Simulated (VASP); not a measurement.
# Cd (I4_1/amd) in VASP: relaxation of cell and atoms with PBE

Aim: the relaxation of cell and atoms of Cd with PBE.

Everything below comes from runs of VASP 6.6.1. Logs are shortened: lines on timing, memory, paths and dates and some standing lists are left out, and cuts for length are marked.

### 1 The cell of the first run

The structure is tetragonal, space group I4_1/amd (No. 141). Conventional cell: a = 5.371 Å, b = 5.371 Å, c = 2.749 Å, α = 90.00°, β = 90.00°, γ = 90.00°. Within 3.6 Å of Cd (site symmetry -4m2) lie 10 Cd at 2.75 to 3.39 Å.

### 2 Relaxation of cell and atoms, PBE, target pressure 18 GPa, at which the enthalpy is minimised

Contents of INCAR:

```
PREC = Accurate ; ENCUT = 600
EDIFF = 1E-6 ; ISMEAR = -1
SIGMA = 0.1 ; LREAL = False
LASPH = True ; NELM = 60
ALGO = Normal ; ISIF = 3
LWAVE = False ; LCHARG = False
GGA = PE ; IBRION = 2
NSW = 32 ; EDIFFG = -0.005
PSTRESS = 180.0
```

Contents of KPOINTS:

```
regular mesh
0
Gamma
  15 15 15
```

Contents of POSCAR:

```
Cd
1.0
   -2.6855430258      2.6855430258      1.3742803938
    2.6855430258     -2.6855430258      1.3742803938
    2.6855430258      2.6855430258     -1.3742803938
Cd
2
Direct
   -0.3750000000     -0.1250000000     -0.2500000000
    0.3750000000      0.1250000000      0.2500000000
```

Potentials or basis: VASP PAW PBE potentials, release 64 (Cd).

Started as:

```
$ cat potpaw_PBE.64/Cd/POTCAR > POTCAR
$ mpirun -np 1 vasp_std > vasp.out
```

OUTCAR:

```text
PREC = Accurate
   ENCUT = 600
   EDIFF = 1E-6
   ISMEAR = -1
   LREAL = False
   LASPH = True
   NELM = 60
   ISIF = 3
   GGA = PE
   IBRION = 2
   NSW = 32
   EDIFFG = -0.005
   PSTRESS = 180.0

 ion  position               nearest neighbor table
   1  0.625  0.875  0.750-   2 2.77   2 2.77   2 2.77   2 2.77   2 3.39   2 3.39   2 3.39   2 3.39

   2  0.375  0.125  0.250-   1 2.77   1 2.77   1 2.77   1 2.77   1 3.39   1 3.39   1 3.39   1 3.39

  LATTYP: Found a body centered tetragonal cell.
 ALAT       =     5.3710860516
 C/A-ratio  =     0.5117327783

  Lattice vectors:

 A1 = (  -2.6855430258,   2.6855430258,   1.3742803938)
 A2 = (   2.6855430258,  -2.6855430258,   1.3742803938)
 A3 = (   2.6855430258,   2.6855430258,  -1.3742803938)

Analysis of symmetry for initial positions (statically):
=====================================================================
 Subroutine PRICEL returns:
 Original cell was already a primitive cell.

 Routine SETGRP: Setting up the symmetry group for a
 body centered tetragonal supercell.

 Subroutine GETGRP returns: Found 16 space group operations
 (whereof  4 operations were pure point group operations)
 out of a pool of 16 trial point group operations.

The static configuration has the point symmetry C_2h.
 The point group associated with its full space group is D_4h.

Analysis of symmetry for dynamics (positions and initial velocities):
=====================================================================
 Subroutine PRICEL returns:
 Original cell was already a primitive cell.

 Routine SETGRP: Setting up the symmetry group for a
 body centered tetragonal supercell.

 Subroutine GETGRP returns: Found 16 space group operations
 (whereof  4 operations were pure point group operations)
 out of a pool of 16 trial point group operations.

The dynamic configuration has the point symmetry C_2h.
 The point group associated with its full space group is D_4h.

 Subroutine INISYM returns: Found 16 space group operations
 (whereof  4 operations are pure point group operations),
 and found     1 'primitive' translations

----------------------------------------------------------------------------------------

                                     Primitive cell

  volume of cell :      39.6460

  direct lattice vectors                    reciprocal lattice vectors
    -2.685543026  2.685543026  1.374280394     0.000000000  0.186182085  0.363826772
     2.685543026 -2.685543026  1.374280394     0.186182085  0.000000000  0.363826772
[... 95 lines left out ...]
   PSTRESS=  180.0 pullay stress
   NELECT =      24.0000    total number of electrons
   NUPDOWN=      -1.0000    fix difference up-down
   EMIN   =  10.00;   EMAX   =-10.00  energy-range for DOS
   EFERMI =   0.00;   METHOD = LEGACY
   ISMEAR =    -1;   SIGMA  =   0.10  broadening in eV -4-tet -1-fermi 0-gaus
   EFERMI_NEDOS =   21; number of points for ismear=-14 and -15
   IALGO  =     38    algorithm
   IMIX   =      4    mixing-type and parameters
     AMIX     =   0.40;   BMIX     =  1.00
     AMIX_MAG =   1.60;   BMIX_MAG =  1.00
  volume/ion in A,a.u.               =      19.82       133.77
  Fermi-wavevector in a.u.,A,eV,Ry     =   1.384880  2.617043 26.094503  1.917892
  Thomas-Fermi vector in A             =   2.509342
   LORBIT       =      0    0 simple, 1 ext, 2 COOP (PROOUT), +10 PAW based schemes
   GGA     = PE    functional components
   LHFCALC =     F    Hartree Fock is set to
   AEXX    =    0.0000 exact exchange contribution
   IVDW    =     0    specifies the selected vdW correction
   LEPSILON=     F    determine dielectric tensor
   LRPA    =     F    only Hartree local field effects (RPA)
 conjugate gradient relaxation of ions
 non-spin polarized calculation
  energy-cutoff  :      600.00
  volume of cell :       39.65
 maximum number of plane-waves:      1343
   NGX = 17   NGY = 17   NGZ = 17

--------------------------------------- Ionic step        1  -------------------------------------------

 number of electron      24.0000002 magnetization

 Free energy of the ion-electron system (eV)
  ---------------------------------------------------
  ext. energy  EPLUGINS =         0.00000000
  ---------------------------------------------------
  free energy    TOTEN  =        -0.77441673 eV

  energy without entropy =       -0.74862365  energy(sigma->0) =       -0.76152019

------------------------ aborting loop because EDIFF is reached ----------------------------------------

  FORCE on cell =-STRESS in cart. coord.  units (eV):
  Direction    XX          YY          ZZ          XY          YZ          ZX
  --------------------------------------------------------------------------------------
  -------------------------------------------------------------------------------------
  Total        4.5797836      4.5797836      4.6222863      0.0000000     -0.0000000      0.0000000
  in kB      185.0784991    185.0784991    186.7961208      0.0000000     -0.0000000      0.0000000
  external PRESSURE =       5.6510397 kB  Pullay stress =     180.0000000 kB
[... 253 lines left out ...]
--------------------------------------- Ionic step        8  -------------------------------------------

 number of electron      24.0000000 magnetization

 Free energy of the ion-electron system (eV)
  ---------------------------------------------------
  ext. energy  EPLUGINS =         0.00000000
  ---------------------------------------------------
  free energy    TOTEN  =        -0.79528250 eV

  energy without entropy =       -0.76941100  energy(sigma->0) =       -0.78234675

 E-fermi :   3.5552     XC(G=0): -11.4234

 val. band max:        3.5504673589   @ k =  -0.2667   0.0667  -0.0000
 cond. band min:       3.5563255341   @ k =  -0.2000   0.0667  -0.0000
 fundamental gap:      0.0058581752
 Fermi energy:         3.5552232255

 k-point     1 :       0.0000    0.0000    0.0000
  band No.  band energies     occupation
      1      -6.8837      2.00000
      2      -6.7896      2.00000
      3      -6.6975      2.00000
      4      -6.6740      2.00000
      5      -5.9564      2.00000
      6      -5.2367      2.00000
[... 433 lines left out ...]
      3      -6.3382      2.00000
      4      -6.0314      2.00000
      5      -5.8413      2.00000
      6      -5.7276      2.00000
[... 8 lines left out ...]
     15       9.9111      0.00000
     16      10.8735      0.00000

 [... further k-points ...]

------------------------ aborting loop because EDIFF is reached ----------------------------------------

  FORCE on cell =-STRESS in cart. coord.  units (eV):
  Direction    XX          YY          ZZ          XY          YZ          ZX
  --------------------------------------------------------------------------------------
  -------------------------------------------------------------------------------------
  Total        4.4802200      4.4802200      4.4810316      0.0000000      0.0000000      0.0000000
  in kB      180.2251143    180.2251143    180.2577643      0.0000000      0.0000000      0.0000000
  external PRESSURE =       0.2359976 kB  Pullay stress =     180.0000000 kB
[... 21 lines left out ...]
  energy  without entropy=       -0.7694109970  energy(sigma->0) =       -0.78234675

  enthalpy is  TOTEN    =         3.6793413675 eV   P V=        4.4746238667

 reached required accuracy - stopping structural energy minimisation
```

OSZICAR:

```text
N       E                     dE             d eps       ncg     rms          rms(c)
DAV:   1     0.180929575673E+03    0.18093E+03   -0.14722E+04  9216   0.171E+03
DAV:   2     0.252188880249E+01   -0.17841E+03   -0.17420E+03  9352   0.396E+02
[... 49 lines left out ...]
   7 F= 0.36793476E+01 E0= 0.36922845E+01  d E =-.127998E-04
       N       E                     dE             d eps       ncg     rms          rms(c)
DAV:   1    -0.795438742055E+00   -0.21609E-04   -0.73796E-03 10016   0.797E-01    0.619E-02
DAV:   2    -0.795332257864E+00    0.10648E-03   -0.68962E-05  9960   0.116E-01    0.352E-02
DAV:   3    -0.795281792843E+00    0.50465E-04   -0.95585E-05 10616   0.950E-02    0.110E-02
DAV:   4    -0.795282499253E+00   -0.70641E-06   -0.66020E-06  9816   0.375E-02
   8 F= 0.36793414E+01 E0= 0.36922771E+01  d E =-.190436E-04
```

CONTCAR:

```text
Cd
   1.00000000000000
    -2.6875977333651040    2.6875977333651040    1.3784978351566339
     2.6875977333651040   -2.6875977333651040    1.3784978351566339
     2.6875977333651040    2.6875977333651040   -1.3784978351566339
  Cd
     2
Direct
     0.6250000000000000    0.8750000000000000    0.7500000000000000
     0.3750000000000000    0.1250000000000000    0.2500000000000000

  0.00000000E+00  0.00000000E+00  0.00000000E+00
  0.00000000E+00  0.00000000E+00  0.00000000E+00
```

Wall time 5.4 min (1 thread of AMD EPYC 9R45 (Zen 5), shared host); peak memory 0.3 GiB.

What came out:

```
Free energy                                                : -0.7953 eV
Relaxed volume                                             : 19.91 Å³/atom
Relaxed cell                                               : a = 4.043 Å, b = 4.043 Å, c = 4.043 Å, α = 96.68°, β = 96.68°, γ = 140.13°
Space group after relaxing (to 0.1 Å)                      : I4_1/amd (No. 141)
Energy change on relaxing (the run minimises the enthalpy) : -10.4 meV/atom
Ionic steps                                                : 8
Pressure after relaxing                                    : 18.0 GPa
Band gap on the k mesh                                     : zero (bands 12 and 13 overlap by 6.31 eV)
```

The path:
```csv
step,energy change (eV),largest force (eV/Å),pressure (GPa),volume (Å³)
1,0.0000,0.0000,18.57,39.65
2,-0.0451,0.0000,17.37,40.05
3,-0.0216,0.0000,17.93,39.84
4,-0.0196,0.0000,18.04,39.82
5,-0.0206,0.0000,18.04,39.83
6,-0.0211,0.0000,18.01,39.83
7,-0.0210,0.0000,18.02,39.83
8,-0.0209,0.0000,18.02,39.83
```

Final structure:
```
Cd
1.0
    -2.68760    2.68760    1.37850
     2.68760   -2.68760    1.37850
     2.68760    2.68760   -1.37850
Cd
2
Direct
  0.62500 0.87500 0.75000
  0.37500 0.12500 0.25000
```

Levels at points of the mesh, in eV from the Fermi level:
| k point | band 10 | band 11 | band 12 | band 13 | band 14 | band 15 |
| --- | --- | --- | --- | --- | --- | --- |
| (0.00, 0.00, 0.00) | -8.47 | -8.04 | 1.09 | 1.09 | 3.74 | 6.40 |

Caveat: the cell is relaxed towards a set pressure, so the run minimises the enthalpy, not the energy.
